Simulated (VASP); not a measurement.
# Al3GaN4: single point with PBEsol

Crystal: Al3GaN4.

```
Al Ga N
1.0
    -5.04341    0.00000   -0.00011
     0.00000   -3.13007    0.00000
    -0.00661    0.00000   16.83598
Al Ga N
6 2 8
Direct
  0.50014 0.50000 0.53692
  0.49992 0.50000 0.21511
  0.99915 0.50000 0.10810
  0.99937 0.50000 0.42991
  0.99932 0.00000 0.58981
  0.99910 0.00000 0.26800
  0.50062 0.00000 0.05384
  0.50084 0.00000 0.37565
  0.88886 0.00000 0.05388
  0.88908 0.00000 0.37569
  0.87791 0.50000 0.53686
  0.87769 0.50000 0.21505
  0.37495 0.50000 0.10983
  0.37517 0.50000 0.43164
  0.37721 0.00000 0.58807
  0.37699 0.00000 0.26626
```

```yaml
Program: VASP 6.6.1
Task: single point
Functional: PBEsol
Potentials_or_basis: VASP PAW PBE potentials, release 64 (Al, Ga_d, N)
Cutoff: 520 eV
k_mesh: 5 × 7 × 2
Occupations: gaussian, width 0.05 eV
Spin: no spin polarisation
Dipole_correction: no
Further_INCAR_settings: LREAL = Auto; ALGO = Normal; EDIFF = 1e-06; NBANDS = 56
```

```yaml
Pressure: -2.5 GPa
Largest_force: 2.800 eV/Å
Band_gap_on_the_k_mesh: 1.18 eV, indirect (least direct gap 1.21 eV)
```

Forces on the atoms (eV/Å):
```
Al   1.160  0.000  1.628
Al  -0.452  0.000  0.301
Al   1.092  0.000 -1.515
Al  -0.446  0.000 -0.212
Al  -1.905  0.000 -2.052
Al   0.127  0.000 -0.167
Ga  -2.013  0.000  1.496
Ga   0.122  0.000  0.169
N    0.911  0.000  0.546
N    0.031  0.000  0.271
N    0.287  0.000  1.159
N   -0.082  0.000  0.553
N    0.403  0.000 -1.081
N   -0.144  0.000 -0.553
N    0.878  0.000 -0.251
N    0.031  0.000 -0.291
```

Stress tensor (GPa, compression positive):
```
-5.55  0.00  0.04
 0.00 -0.34  0.00
 0.04  0.00 -1.48
```

Levels at points of the mesh, in eV from the valence-band top:
| k point | band 39 | band 40 | band 41 | band 42 | band 43 | band 44 | band 45 | band 46 |
| --- | --- | --- | --- | --- | --- | --- | --- | --- |
| (0.00, 0.00, 0.00) | -0.31 | -0.19 | -0.10 | -0.03 | 1.18 | 1.56 | 4.00 | 4.88 |
| (0.00, 0.00, 0.50) | -0.32 | -0.19 | -0.10 | -0.03 | 1.21 | 1.52 | 4.05 | 4.70 |

It took 7.1 min on 1 thread of AMD EPYC 9R45 96-Core Processor (Zen 5), with other jobs on the host, peak memory 0.44 GiB.

Caveat: the PAW data sets were made with another functional, which shifts forces and pressure a little. PBEsol gaps usually lie below the measured ones, often by a third to a half.
